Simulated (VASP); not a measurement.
# BaTiO3 (Pm-3m) in VASP: further runs

Runs on BaTiO3. Level: PBE. Tasks: single point.

All numbers are computed with VASP 6.6.1; they aren't measurements. Logs are shortened: lines on timing, memory, paths and dates and some standing lists are left out, and cuts for length are marked.

## (1) The cell of the first run

The structure is cubic, space group Pm-3m (No. 221). The conventional cell has a = 3.988 Å, b = 3.988 Å, c = 3.988 Å, α = 90.00°, β = 90.00°, γ = 90.00°. Ba (site symmetry m-3m) has 12 O at 2.82 Å and 8 Ti at 3.45 Å within 3.7 Å. Within 2.6 Å of Ti (site symmetry m-3m) lie 6 O at 1.99 Å. Within 2.6 Å of O (site symmetry 4/mmm) lie 2 Ti at 1.99 Å.

## (2) Single point, PBE

Contents of INCAR:

```
  PREC = Accurate
  ENCUT = 1340
  EDIFF = 1E-6
  ISMEAR = 0
  SIGMA = 0.02
  LREAL = F
  LASPH = T
  NELM = 120
  ALGO = Normal
  ISIF = 2
  LWAVE = F
  LCHARG = F
  GGA = PE
  NBANDS = 28
  GGA_COMPAT = F
```

Contents of KPOINTS:

```
Automatic mesh
0
Gamma
  8 8 8
```

Contents of POSCAR:

```
BaTiO3
1.0
    3.9877958523      0.0000000000      0.0000000000
    0.0000000000      3.9877958523      0.0000000000
    0.0000000000      0.0000000000      3.9877958523
Ba Ti O
1 1 3
Direct
    0.5000000000      0.5000000000      0.5000000000
    0.0000000000      0.0000000000      0.0000000000
    0.5000000000      0.0000000000      0.0000000000
    0.0000000000      0.5000000000      0.0000000000
    0.0000000000      0.0000000000      0.5000000000
```

Potentials or basis: VASP PAW PBE potentials, release 64 (Ba_sv, Ti_sv, O_h).

On the command line:

```console
$ cat potpaw_PBE.64/Ba_sv/POTCAR potpaw_PBE.64/Ti_sv/POTCAR potpaw_PBE.64/O_h/POTCAR > POTCAR
$ mpirun -np 1 vasp_std > vasp.out
```

OUTCAR:

```text
PREC = Accurate
   ENCUT = 1340
   EDIFF = 1E-6
   ISMEAR = 0
   LREAL = F
   LASPH = T
   NELM = 120
   ISIF = 2
   GGA = PE

 ion  position               nearest neighbor table
   1  0.500  0.500  0.500-   3 2.82   4 2.82   5 2.82   3 2.82   4 2.82   3 2.82   5 2.82   3 2.82
                             4 2.82   5 2.82   4 2.82   5 2.82   2 3.45   2 3.45   2 3.45   2 3.45
   2  0.000  0.000  0.000-   3 1.99   4 1.99   5 1.99   5 1.99   4 1.99   3 1.99   1 3.45   1 3.45
                             1 3.45   1 3.45   1 3.45   1 3.45   1 3.45   1 3.45
   3  0.500  0.000  0.000-   2 1.99   2 1.99   1 2.82   1 2.82   1 2.82   1 2.82
   4  0.000  0.500  0.000-   2 1.99   2 1.99   1 2.82   1 2.82   1 2.82   1 2.82
   5  0.000  0.000  0.500-   2 1.99   2 1.99   1 2.82   1 2.82   1 2.82   1 2.82

  LATTYP: Found a simple cubic cell.
 ALAT       =     3.9877958523

  Lattice vectors:

 A1 = (   3.9877958523,   0.0000000000,   0.0000000000)
 A2 = (   0.0000000000,   3.9877958523,   0.0000000000)
 A3 = (   0.0000000000,   0.0000000000,   3.9877958523)

Analysis of symmetry for initial positions (statically):
=====================================================================
 Subroutine PRICEL returns:
 Original cell was already a primitive cell.

 Routine SETGRP: Setting up the symmetry group for a
 simple cubic supercell.

 Subroutine GETGRP returns: Found 48 space group operations
 (whereof 48 operations were pure point group operations)
 out of a pool of 48 trial point group operations.

The static configuration has the point symmetry O_h .

Analysis of symmetry for dynamics (positions and initial velocities):
=====================================================================
 Subroutine PRICEL returns:
 Original cell was already a primitive cell.

 Routine SETGRP: Setting up the symmetry group for a
 simple cubic supercell.

 Subroutine GETGRP returns: Found 48 space group operations
 (whereof 48 operations were pure point group operations)
 out of a pool of 48 trial point group operations.

The dynamic configuration has the point symmetry O_h .

 Subroutine INISYM returns: Found 48 space group operations
 (whereof 48 operations are pure point group operations),
 and found     1 'primitive' translations

----------------------------------------------------------------------------------------

                                     Primitive cell

  volume of cell :      63.4160

  direct lattice vectors                    reciprocal lattice vectors
     3.987795852  0.000000000  0.000000000     0.250765094  0.000000000  0.000000000
     0.000000000  3.987795852  0.000000000     0.000000000  0.250765094  0.000000000
     0.000000000  0.000000000  3.987795852     0.000000000  0.000000000  0.250765094

  length of vectors
     3.987795852  3.987795852  3.987795852     0.250765094  0.250765094  0.250765094

  position of ions in fractional coordinates (direct lattice)
     0.500000000  0.500000000  0.500000000
     0.000000000  0.000000000  0.000000000
     0.500000000  0.000000000  0.000000000
     0.000000000  0.500000000  0.000000000
     0.000000000  0.000000000  0.500000000

  ion indices of the primitive-cell ions
   primitive index   ion index
                 1           1
                 2           2
                 3           3
                 4           4
                 5           5

----------------------------------------------------------------------------------------

 KPOINTS: Automatic mesh

Automatic generation of k-mesh.
 Grid dimensions read from file:
 generate k-points for:    8    8    8

 Generating k-lattice:

  Cartesian coordinates                     Fractional coordinates (reciprocal lattice)
     0.031345637  0.000000000  0.000000000     0.125000000  0.000000000  0.000000000
     0.000000000  0.031345637  0.000000000     0.000000000  0.125000000  0.000000000
     0.000000000  0.000000000  0.031345637     0.000000000  0.000000000  0.125000000

  Length of vectors
     0.031345637  0.031345637  0.031345637

  Shift w.r.t. Gamma in fractional coordinates (k-lattice)
     0.000000000  0.000000000  0.000000000

 Subroutine IBZKPT returns following result:
 ===========================================

 Found     35 irreducible k-points:

 Following reciprocal coordinates:
            Coordinates               Weight
  0.000000  0.000000  0.000000      1.000000
  0.125000  0.000000  0.000000      6.000000
  0.250000  0.000000  0.000000      6.000000
  0.375000  0.000000  0.000000      6.000000
  0.500000  0.000000  0.000000      3.000000
  0.125000  0.125000  0.000000     12.000000
[... 16 lines left out ...]
  0.375000  0.375000  0.125000     24.000000
  0.500000  0.375000  0.125000     24.000000
 [... further k-points ...]
   k-points           NKPTS =     35   k-points in BZ     NKDIM =     35   number of bands    NBANDS=     28
   number of dos      NEDOS =    301   number of ions     NIONS =      5
   total plane-waves  NPLWV = 110592
   dimension x,y,z NGX =    48 NGY =   48 NGZ =   48
   dimension x,y,z NGXF=    96 NGYF=   96 NGZF=   96
   ions per type =               1   1   3
   NGX,Y,Z   is equivalent  to a cutoff of  20.01, 20.01, 20.01 a.u.
   NGXF,Y,Z  is equivalent  to a cutoff of  40.02, 40.02, 40.02 a.u.
 SYSTEM =  unknown system
   PREC   = accura    normal or accurate (medium, high low for compatibility)
   ISTART =      0    job   : 0-new  1-cont  2-samecut
   ICHARG =      2    charge: 1-file 2-atom 10-const
   ISPIN  =      1    spin polarized calculation?
   LNONCOLLINEAR =      F non collinear calculations
   LSORBIT =      F    spin-orbit coupling
   LASPH  =      T    aspherical Exc in radial PAW
   ENCUT  = 1340.0 eV  98.49 Ry    9.92 a.u.  11.90 11.90 11.90*2*pi/ulx,y,z
   NELM   =    120;   NELMIN=  2; NELMDL= -5     # of ELM steps
   EDIFF  = 0.1E-05   stopping-criterion for ELM
   LREAL  =      F    real-space projection
   EDIFFG = 0.1E-04   stopping-criterion for IOM
   NSW    =      0    number of steps for IOM
   IBRION =     -1    ionic relax: 0-MD 1-quasi-New 2-CG
   NFREE  =      0    steps in history (QN), initial steepest desc. (CG)
   ISIF   =      2    stress and relaxation
   ISYM   =      2    0-nonsym 1-usesym 2-fastsym
   POTIM  = 0.5000    time-step for ionic-motion
   TEBEG  =    0.0;   TEEND  =   0.0 temperature during run
   PSTRESS=    0.0 pullay stress
   NELECT =      40.0000    total number of electrons
   NUPDOWN=      -1.0000    fix difference up-down
   EMIN   =  10.00;   EMAX   =-10.00  energy-range for DOS
   EFERMI =   0.00;   METHOD = LEGACY
   ISMEAR =     0;   SIGMA  =   0.02  broadening in eV -4-tet -1-fermi 0-gaus
   EFERMI_NEDOS =   21; number of points for ismear=-14 and -15
   IALGO  =     38    algorithm
   IMIX   =      4    mixing-type and parameters
     AMIX     =   0.40;   BMIX     =  1.00
     AMIX_MAG =   1.60;   BMIX_MAG =  1.00
  volume/ion in A,a.u.               =      12.68        85.59
  Fermi-wavevector in a.u.,A,eV,Ry     =   1.403983  2.653144 26.819380  1.971169
  Thomas-Fermi vector in A             =   2.526590
   LORBIT       =      0    0 simple, 1 ext, 2 COOP (PROOUT), +10 PAW based schemes
   GGA     = PE    functional components
   LHFCALC =     F    Hartree Fock is set to
   AEXX    =    0.0000 exact exchange contribution
   IVDW    =     0    specifies the selected vdW correction
   LEPSILON=     F    determine dielectric tensor
   LRPA    =     F    only Hartree local field effects (RPA)
 non-spin polarized calculation
 Gauss-broadening in eV      SIGMA  =   0.02
  energy-cutoff  :     1340.00
  volume of cell :       63.42
 maximum number of plane-waves:      7120
 NGX is ok and might be reduce to    48
   NGX = 23   NGY = 23   NGZ = 23

 number of electron      40.0000002 magnetization

 Free energy of the ion-electron system (eV)
  ---------------------------------------------------
  ext. energy  EPLUGINS =         0.00000000
  ---------------------------------------------------
  free energy    TOTEN  =       -39.97228626 eV

  energy without entropy =      -39.97228626  energy(sigma->0) =      -39.97228626

 E-fermi :   4.4518     XC(G=0): -11.3221

 val. band max:        4.2789245578   @ k =   0.5000   0.5000   0.5000
 cond. band min:       6.0504185357   @ k =   0.0000   0.0000   0.0000
 fundamental gap:      1.7714939779
 Fermi energy:         4.4518291608

 k-point     1 :       0.0000    0.0000    0.0000
  band No.  band energies     occupation
      1     -52.3099      2.00000
      2     -28.5266      2.00000
      3     -28.5266      2.00000
      4     -28.5266      2.00000
      5     -20.5040      2.00000
      6     -12.6351      2.00000
[... 20 lines left out ...]
     27       9.3463      0.00000
     28      11.7944      0.00000

 k-point     2 :       0.1250    0.0000    0.0000
  band No.  band energies     occupation
      1     -52.3098      2.00000
      2     -28.5347      2.00000
      3     -28.5263      2.00000
      4     -28.5263      2.00000
      5     -20.4858      2.00000
      6     -12.6445      2.00000
[... 20 lines left out ...]
     27       9.6595      0.00000
     28      12.1712      0.00000

 k-point     3 :       0.2500    0.0000    0.0000
  band No.  band energies     occupation
      1     -52.3094      2.00000
      2     -28.5543      2.00000
      3     -28.5255      2.00000
      4     -28.5255      2.00000
      5     -20.4413      2.00000
      6     -12.7165      2.00000
[... 20 lines left out ...]
     27      10.4860      0.00000
     28      12.7068      0.00000

 k-point     4 :       0.3750    0.0000    0.0000
  band No.  band energies     occupation
      1     -52.3090      2.00000
      2     -28.5737      2.00000
      3     -28.5248      2.00000
      4     -28.5248      2.00000
      5     -20.3959      2.00000
      6     -12.8301      2.00000
[... 578 lines left out ...]
     27      12.7029      0.00000
     28      12.8713      0.00000

 k-point    23 :       0.3750    0.3750    0.1250
  band No.  band energies     occupation
      1     -52.3080      2.00000
      2     -28.5706      2.00000
      3     -28.5701      2.00000
      4     -28.5309      2.00000
      5     -20.3105      2.00000
      6     -12.3742      2.00000
[... 20 lines left out ...]
     27      12.6158      0.00000
     28      13.2426      0.00000

 k-point    24 :       0.5000    0.3750    0.1250
  band No.  band energies     occupation
      1     -52.3078      2.00000
      2     -28.5782      2.00000
      3     -28.5699      2.00000
      4     -28.5305      2.00000
      5     -20.2977      2.00000
      6     -12.3181      2.00000
[... 20 lines left out ...]
     27      12.5387      0.00000
     28      13.3662      0.00000

 [... further k-points ...]

------------------------ aborting loop because EDIFF is reached ----------------------------------------

  FORCE on cell =-STRESS in cart. coord.  units (eV):
  Direction    XX          YY          ZZ          XY          YZ          ZX
  --------------------------------------------------------------------------------------
  -------------------------------------------------------------------------------------
  Total        2.2728335      2.2728335      2.2728335      0.0000000     -0.0000000      0.0000000
  in kB       57.4221516     57.4221516     57.4221516      0.0000000     -0.0000000      0.0000000
  external PRESSURE =      57.4221516 kB  Pullay stress =       0.0000000 kB

 VOLUME and BASIS-vectors are now :
 -----------------------------------------------------------------------------
  energy-cutoff  :     1340.00
  volume of cell :       63.42
      direct lattice vectors                 reciprocal lattice vectors
     3.987795852  0.000000000  0.000000000     0.250765094  0.000000000  0.000000000
     0.000000000  3.987795852  0.000000000     0.000000000  0.250765094  0.000000000
     0.000000000  0.000000000  3.987795852     0.000000000  0.000000000  0.250765094

 POSITION                                       TOTAL-FORCE (eV/Angst)
 -----------------------------------------------------------------------------------
      1.99390      1.99390      1.99390         0.000000      0.000000      0.000000
      0.00000      0.00000      0.00000         0.000000      0.000000      0.000000
      1.99390      0.00000      0.00000         0.000000      0.000000      0.000000
      0.00000      1.99390      0.00000         0.000000      0.000000      0.000000
      0.00000      0.00000      1.99390         0.000000      0.000000      0.000000
 -----------------------------------------------------------------------------------
    total drift:                                0.000000      0.000000      0.000000

  FREE ENERGIE OF THE ION-ELECTRON SYSTEM (eV)
  ---------------------------------------------------
  free  energy   TOTEN  =       -39.9722862619 eV

  energy  without entropy=      -39.9722862619  energy(sigma->0) =      -39.97228626
```

It took 3.4 min on 1 thread of Intel Xeon Platinum 8259CL at 2.50GHz (Skylake/Cascade Lake), shared host; peak memory 0.49 GiB.

What came out:

```
Free energy            : -39.9723 eV
Pressure               : 5.7 GPa
Band gap on the k mesh : 1.77 eV (least direct gap 1.90 eV)
```

Caveat: the cell stands under pressure; spin-orbit coupling is left out, which moves the levels of the heavy elements. A k mesh can miss the band edges.

## (3) Single point, PBE

This run uses another cell than the first one, of 10.66 Å³/atom.

Contents of INCAR:

```
SYSTEM = BaTiO3
PREC     = Accurate       ! precision mode
ENCUT    = 1340           ! plane-wave cutoff, eV
EDIFF    = 1E-6           ! SCF threshold, eV
ISMEAR   = 0              ! smearing method
SIGMA    = 0.02           ! smearing width, eV
LREAL    = .FALSE.        ! projectors in reciprocal space
LASPH    = .TRUE.         ! aspherical terms in the spheres
NELM     = 120            ! most SCF steps
ALGO     = Normal         ! electronic algorithm
ISIF     = 2              ! what is computed and relaxed
LWAVE    = .FALSE.        ! write WAVECAR
LCHARG   = .FALSE.        ! write CHGCAR
GGA      = PE             ! functional
NBANDS   = 28             ! bands
GGA_COMPAT= .FALSE.
```

Contents of KPOINTS:

```
regular mesh
0
G
  8 8 8
  0 0 0
```

Edit POSCAR of step 2 so:

```diff
@@ -2,5 +2,5 @@
 1.0
-    3.9877958523      0.0000000000      0.0000000000
-    0.0000000000      3.9877958523      0.0000000000
-    0.0000000000      0.0000000000      3.9877958523
+    3.7635931344      0.0000000000      0.0000000000
+    0.0000000000      3.7635931344      0.0000000000
+    0.0000000000      0.0000000000      3.7635931344
 Ba Ti O
```

Potentials or basis: VASP PAW PBE potentials, release 64 (Ba_sv, Ti_sv, O_h).

On the command line:

```console
$ cat potpaw_PBE.64/Ba_sv/POTCAR potpaw_PBE.64/Ti_sv/POTCAR potpaw_PBE.64/O_h/POTCAR > POTCAR
$ mpirun -np 1 vasp_std > vasp.out
```

Wall time 1.9 min (1 thread of Intel Xeon 6975P-C (Granite Rapids), shared host); peak memory 0.47 GiB.

Results (log left out):

```yaml
Free_energy: -38.3086 eV
Pressure: 53.3 GPa
Band_gap_on_the_k_mesh: 1.99 eV
```

Levels at points of the mesh, in eV from the valence-band top:
| k point | band 16 | band 17 | band 18 | band 19 | band 20 | band 21 | band 22 | band 23 | band 24 | band 25 |
| --- | --- | --- | --- | --- | --- | --- | --- | --- | --- | --- |
| (0.00, 0.00, 0.00) | -1.52 | -1.52 | 0.00 | 0.00 | 0.00 | 1.99 | 1.99 | 1.99 | 4.94 | 4.94 |
| (0.50, 0.00, 0.00) | -2.23 | -2.10 | -2.10 | -0.73 | -0.73 | 2.25 | 4.39 | 4.39 | 5.24 | 7.77 |
| (0.50, 0.50, 0.00) | -3.52 | -1.64 | -0.77 | -0.77 | -0.22 | 4.41 | 4.41 | 4.89 | 6.38 | 8.89 |
| (0.50, 0.50, 0.50) | -2.26 | -2.26 | -0.10 | -0.10 | -0.10 | 5.33 | 5.33 | 5.33 | 7.53 | 7.53 |

Caveat: the cell stands under pressure; spin-orbit coupling is left out, which moves the levels of the heavy elements. A k mesh can miss the band edges.
